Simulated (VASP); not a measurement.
# KI (Cmcm) in VASP: vibrations by perturbation theory with LDA

Aim: the vibrations by perturbation theory of KI with LDA.

Program: VASP 6.6.1. These are calculated values, not measurements. Logs are shortened: lines on timing, memory, paths and dates and some standing lists are left out, and cuts for length are marked.

### 1 The cell of the first run

The structure is orthorhombic, space group Cmcm (No. 63). The conventional cell has a = 5.025 Å, b = 8.510 Å, c = 8.677 Å, α = 90.00°, β = 90.00°, γ = 90.00°. Within 4.7 Å of K (site symmetry 2/m) lie 6 I at 3.59 to 3.62 Å and 2 K at 4.34 Å. Within 4.7 Å of I (site symmetry m2m) lie 6 K at 3.59 to 3.62 Å.

### 2 Vibrations by perturbation theory, LDA

File INCAR:

```
SYSTEM = KI
ALGO     = Normal         ! electronic algorithm
EDIFF    = 1E-8           ! SCF threshold, eV
ENCUT    = 520            ! plane-wave cutoff, eV
GGA      = CA             ! functional
IBRION   = 8              ! ionic algorithm
ISIF     = 2              ! what is computed and relaxed
ISMEAR   = 0              ! smearing method
LASPH    = .TRUE.         ! aspherical terms in the spheres
LCHARG   = .FALSE.        ! write CHGCAR
LREAL    = .FALSE.        ! projectors in reciprocal space
LWAVE    = .FALSE.        ! write WAVECAR
NBANDS   = 24             ! bands
NELM     = 80             ! most SCF steps
NSW      = 1              ! ionic steps
PREC     = Accurate       ! precision mode
SIGMA    = 0.01           ! smearing width, eV
```

File KPOINTS:

```
k-points
0
G
  4 4 2
  0 0 0
```

File POSCAR:

```
KI
1.0
    2.5126600000     -4.2552300000      0.0000000000
    2.5126600000      4.2552300000      0.0000000000
    0.0000000000      0.0000000000      8.6765900000
K I
2 2
Direct
    0.5000000000      0.5000000000      0.5000000000
    0.5000000000      0.5000000000      0.0000000000
    0.8402300000      0.1597700000      0.2500000000
    0.1597700000      0.8402300000      0.7500000000
```

Potentials or basis: VASP PAW LDA potentials, release 64 (K_sv, I).

The run is started by

```bash
cat potpaw_LDA.64/K_sv/POTCAR potpaw_LDA.64/I/POTCAR > POTCAR
mpirun -np 1 vasp_std > vasp.out
```

OUTCAR:

```text
SYSTEM = KI
   EDIFF = 1E-8
   ENCUT = 520
   GGA = CA
   IBRION = 8
   ISIF = 2
   ISMEAR = 0
   LASPH = .TRUE.
   LREAL = .FALSE.
   NELM = 80
   NSW = 1
   PREC = Accurate

 ion  position               nearest neighbor table
   1  0.500  0.500  0.500-   4 3.59   3 3.59   4 3.59   3 3.59   3 3.62   4 3.62
   2  0.500  0.500  0.000-   4 3.59   3 3.59   4 3.59   3 3.59   3 3.62   4 3.62
   3  0.840  0.160  0.250-   1 3.59   2 3.59   1 3.59   2 3.59   1 3.62   2 3.62
   4  0.160  0.840  0.750-   1 3.59   2 3.59   1 3.59   2 3.59   1 3.62   2 3.62

  LATTYP: Found a base centered orthorhombic cell.
 ALAT       =     5.0253200000
 B/A-ratio  =     1.6935160348
 C/A-ratio  =     1.7265746261

  Lattice vectors:

 A1 = (   2.5126600000,  -4.2552300000,   0.0000000000)
 A2 = (   2.5126600000,   4.2552300000,   0.0000000000)
 A3 = (   0.0000000000,   0.0000000000,   8.6765900000)

Analysis of symmetry for initial positions (statically):
=====================================================================
 Subroutine PRICEL returns:
 Original cell was already a primitive cell.

 Routine SETGRP: Setting up the symmetry group for a
 base centered orthorhombic supercell.

 Subroutine GETGRP returns: Found  8 space group operations
 (whereof  4 operations were pure point group operations)
 out of a pool of  8 trial point group operations.

The static configuration has the point symmetry C_2h.
 The point group associated with its full space group is D_2h.

Analysis of symmetry for dynamics (positions and initial velocities):
=====================================================================
 Subroutine PRICEL returns:
 Original cell was already a primitive cell.

 Routine SETGRP: Setting up the symmetry group for a
 base centered orthorhombic supercell.

 Subroutine GETGRP returns: Found  8 space group operations
 (whereof  4 operations were pure point group operations)
 out of a pool of  8 trial point group operations.

The dynamic configuration has the point symmetry C_2h.
 The point group associated with its full space group is D_2h.

 Subroutine INISYM returns: Found  8 space group operations
 (whereof  4 operations are pure point group operations),
 and found     1 'primitive' translations

----------------------------------------------------------------------------------------

                                     Primitive cell

  volume of cell :     185.5393

  direct lattice vectors                    reciprocal lattice vectors
     2.512660000 -4.255230000  0.000000000     0.198992303 -0.117502462  0.000000000
     2.512660000  4.255230000  0.000000000     0.198992303  0.117502462  0.000000000
     0.000000000  0.000000000  8.676590000     0.000000000  0.000000000  0.115252651

  length of vectors
     4.941704425  4.941704425  8.676590000     0.231094710  0.231094710  0.115252651

  position of ions in fractional coordinates (direct lattice)
     0.500000000  0.500000000  0.500000000
     0.500000000  0.500000000  0.000000000
     0.840230000  0.159770000  0.250000000
     0.159770000  0.840230000  0.750000000

  ion indices of the primitive-cell ions
   primitive index   ion index
                 1           1
                 2           2
                 3           3
                 4           4

----------------------------------------------------------------------------------------

 KPOINTS: k-points

Automatic generation of k-mesh.
 Grid dimensions read from file:
 generate k-points for:    4    4    2

 Generating k-lattice:

  Cartesian coordinates                     Fractional coordinates (reciprocal lattice)
[... 77 lines left out ...]
   IVDW    =     0    specifies the selected vdW correction
   LEPSILON=     F    determine dielectric tensor
   LRPA    =     F    only Hartree local field effects (RPA)
 non-spin polarized calculation
 Gauss-broadening in eV      SIGMA  =   0.01
  energy-cutoff  :      520.00
  volume of cell :      185.54
 maximum number of plane-waves:      5034
 NGX is ok and might be reduce to    40
   NGX = 19   NGY = 19   NGZ = 33

--------------------------------------- Ionic step        1  -------------------------------------------

 number of electron      31.9999999 magnetization

 Free energy of the ion-electron system (eV)
  ---------------------------------------------------
  ext. energy  EPLUGINS =         0.00000000
  ---------------------------------------------------
  free energy    TOTEN  =       -12.09723114 eV

  energy without entropy =      -12.09723114  energy(sigma->0) =      -12.09723114

 E-fermi :  -0.7109     XC(G=0):  -7.4251

 val. band max:       -0.7781973365   @ k =   0.0000   0.0000   0.0000
 cond. band min:       2.6194491412   @ k =   0.0000   0.0000   0.0000
 fundamental gap:      3.3976464777
 Fermi energy:        -0.7108650023

 k-point     1 :       0.0000    0.0000    0.0000
  band No.  band energies     occupation
      1     -29.1606      2.00000
      2     -29.1560      2.00000
      3     -13.0381      2.00000
      4     -12.8797      2.00000
      5     -12.8778      2.00000
      6     -12.8685      2.00000
[... 367 lines left out ...]
     23       7.0138      0.00000
     24       7.0138      0.00000

------------------------ aborting loop because EDIFF is reached ----------------------------------------

  FORCE on cell =-STRESS in cart. coord.  units (eV):
  Direction    XX          YY          ZZ          XY          YZ          ZX
  --------------------------------------------------------------------------------------
  -------------------------------------------------------------------------------------
  Total       -1.9400643     -1.8180006     -1.9762979      0.0000000      0.0000000      0.0000000
  in kB      -16.7529339    -15.6988838    -17.0658197      0.0000000      0.0000000      0.0000000
  external PRESSURE =     -16.5058792 kB  Pullay stress =       0.0000000 kB

 VOLUME and BASIS-vectors are now :
 -----------------------------------------------------------------------------
  energy-cutoff  :      520.00
  volume of cell :      185.54
      direct lattice vectors                 reciprocal lattice vectors
     2.512660000 -4.255230000  0.000000000     0.198992303 -0.117502462  0.000000000
     2.512660000  4.255230000  0.000000000     0.198992303  0.117502462  0.000000000
     0.000000000  0.000000000  8.676590000     0.000000000  0.000000000  0.115252651

 POSITION                                       TOTAL-FORCE (eV/Angst)
 -----------------------------------------------------------------------------------
      2.51266      0.00000      4.33829        -0.000000      0.000000      0.000000
      2.51266      0.00000      0.00000         0.000000      0.000000      0.000000
      2.51266     -2.89551      2.16915         0.000000      0.029557      0.000000
      2.51266      2.89551      6.50744         0.000000     -0.029557     -0.000000
 -----------------------------------------------------------------------------------
    total drift:                               -0.000000      0.000000     -0.000000

  FREE ENERGIE OF THE ION-ELECTRON SYSTEM (eV)
  ---------------------------------------------------
  free  energy   TOTEN  =       -12.0972311403 eV

  energy  without entropy=      -12.0972311403  energy(sigma->0) =      -12.09723114

[... ionic steps 2 to 9 ...]

--------------------------------------- Ionic step       10  -------------------------------------------

------------------------ aborting loop because EDIFF is reached ----------------------------------------

--------------------------------------- Ionic step       11  -------------------------------------------

------------------------ aborting loop because EDIFF is reached ----------------------------------------

--------------------------------------- Ionic step       12  -------------------------------------------

 Free energy of the ion-electron system (eV)
  ---------------------------------------------------
  ---------------------------------------------------
  free energy    TOTEN  =        -0.10058235 eV

  energy without entropy =       -0.10058235

------------------------ aborting loop because EDIFF is reached ----------------------------------------

 INTERNAL STRAIN TENSOR  FOR ION    3  DIRECTION 3   (eV/Angst):
 -----------------------------------------------------------------------------
     0.00109  0.00000  0.00000
     0.00000 -0.00165 -0.12922
     0.00000 -0.12921  0.00058

 INTERNAL STRAIN TENSOR FOR ION    4 for displacements in x,y,z  (eV/Angst):
          X           Y           Z          XY          YZ          ZX
  --------------------------------------------------------------------------------
  x     0.00000     0.00000     0.00000     0.47311     0.00000     0.00000
  y     0.50670    -0.48248     0.11532     0.00000     0.00000     0.00000
  z     0.00000     0.00000     0.00000     0.00000     0.12921     0.00000

 SECOND DERIVATIVES (NOT SYMMETRIZED)
 ------------------------------------
               1X          1Y          1Z          2X          2Y          2Z          3X          3Y          3Z          4X          4Y          4Z
  1X    -0.635343    0.000000    0.000000   -0.034538    0.000000    0.000000    0.334941    0.000000    0.000000    0.334941    0.000000    0.000000
  1Y     0.000000   -0.525447    0.043497    0.000000   -0.037273    0.001710    0.000000    0.281360   -0.022604    0.000000    0.281360   -0.022604
  1Z     0.000000    0.044474   -1.481877    0.000000   -0.000466    0.810607    0.000000   -0.022004    0.335635    0.000000   -0.022004    0.335635
  2X    -0.034538    0.000000    0.000000   -0.635343    0.000000    0.000000    0.334941    0.000000    0.000000    0.334941    0.000000    0.000000
  2Y     0.000000   -0.037273   -0.001710    0.000000   -0.525447   -0.043497    0.000000    0.281360    0.022604    0.000000    0.281360    0.022604
  2Z     0.000000    0.000466    0.810607    0.000000   -0.044474   -1.481877    0.000000    0.022004    0.335635    0.000000    0.022004    0.335635
  3X     0.330745    0.000000    0.000000    0.330745    0.000000    0.000000   -0.705789    0.000000    0.000000    0.044299    0.000000    0.000000
  3Y     0.000000    0.284191   -0.020832    0.000000    0.284191    0.020832    0.000000   -0.614406    0.000000    0.000000    0.046024    0.000000
  3Z     0.000000   -0.023666    0.334387    0.000000    0.023666    0.334387    0.000000    0.000000   -1.091625    0.000000    0.000000    0.422850
  4X     0.330745    0.000000    0.000000    0.330745    0.000000    0.000000    0.044299    0.000000    0.000000   -0.705789    0.000000    0.000000
  4Y     0.000000    0.284191   -0.020832    0.000000    0.284191    0.020832    0.000000    0.046024    0.000000    0.000000   -0.614406    0.000000
  4Z     0.000000   -0.023666    0.334387    0.000000    0.023666    0.334387    0.000000    0.000000    0.422850    0.000000    0.000000   -1.091625

 Eigenvectors and eigenvalues of the dynamical matrix
 ----------------------------------------------------

   1 f  =    3.786806 THz    23.793202 2PiTHz  126.314241 cm-1    15.660963 meV
             X         Y         Z           dx          dy          dz
      2.512660  0.000000  4.338295     0.000000    0.019473   -0.706756
      2.512660  0.000000  0.000000     0.000000    0.019473    0.706756
      2.512660 -2.895514  2.169147     0.000000   -0.010815    0.000000
      2.512660  2.895514  6.507442     0.000000   -0.010815    0.000000
[... 71 lines left out ...]
  12 f/i=    0.006228 THz     0.039135 2PiTHz    0.207760 cm-1     0.025759 meV
             X         Y         Z           dx          dy          dz
      2.512660  0.000000  4.338295    -0.341518   -0.000000   -0.000000
      2.512660  0.000000  0.000000    -0.341518   -0.000000   -0.000000
      2.512660 -2.895514  2.169147    -0.619165   -0.000000   -0.000000
      2.512660  2.895514  6.507442    -0.619165   -0.000000   -0.000000

--------------------------------------------------------------------------------------------------------

 ELASTIC MODULI CONTR FROM IONIC RELAXATION (kBar)
 Direction    XX          YY          ZZ          XY          YZ          ZX
 --------------------------------------------------------------------------------
 XX          -6.7139      6.3930     -1.5280      0.0000     -0.0000      0.0000
 YY           6.3930     -6.0873      1.4550     -0.0000      0.0000      0.0000
 ZZ          -1.5280      1.4550     -0.3478      0.0000     -0.0000      0.0000
 XY           0.0000     -0.0000      0.0000     -5.1537      0.0000      0.0000
 YZ          -0.0000      0.0000     -0.0000      0.0000     -0.1904      0.0000
 ZX           0.0000      0.0000      0.0000      0.0000      0.0000      0.0000
 --------------------------------------------------------------------------------
```

Wall time 7.9 min (1 thread of Intel Xeon 6975P-C (Granite Rapids), shared host); peak memory 0.49 GiB.

What came out:

```
Highest phonon frequency at Γ, LO-TO splitting left out : 126 cm⁻¹
```

Phonon frequencies in cm⁻¹ (negative: imaginary):
```
              q point                        frequencies
(0.000, 0.000, 0.000)  0 0 0 38 40 57 58 65 72 78 78 126
```

Caveat: the k points lie up to 0.36 Å⁻¹ apart; the cell stands under pressure or tension, which shifts response properties; spin-orbit coupling is left out, which moves the levels of the heavy elements.
